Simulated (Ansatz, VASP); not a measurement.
**Two plane-wave programs on HfB**

```xyz
2
Lattice="0.0000 2.4170 2.4170 2.4170 0.0000 2.4170 2.4170 2.4170 0.0000" Properties=species:S:1:pos:R:3 pbc="T T T"
Hf    2.4170    2.4170    2.4170
B     0.0000    0.0000    0.0000
```

Change from the starting cell: the structure that the rattled cell fell into.

Alike in both runs: functional PBE; k mesh 20 × 20 × 20; occupations gaussian, width 0.1 eV; no spin polarisation.

Ansatz relaxed the structure, and its values are those at the end. VASP's run is a single point on that final structure, the one shown.

|  | VASP | Ansatz |
| --- | --- | --- |
| version | VASP 6.6.1 | Ansatz 0.2.0 |
| potentials or method | VASP PAW PBE potentials, release 64 (Hf_pv, B), cutoff 520 eV | scalar-relativistic, plane waves, PAW |
| valence electrons in the cell | 13 | 29 |

```tsv
	VASP	Ansatz	Ansatz less VASP
gap on the k mesh at the Fermi level (eV)	none	none	-
pressure (GPa)	0.0	0.0	-0.04
```

A gap of «none» marks a metal or a gap that the smearing closes. VASP's potentials hold 13 valence electrons a cell and Ansatz's 29, so a difference there can come from the potentials and not from the codes.

Spin-orbit coupling is off throughout.
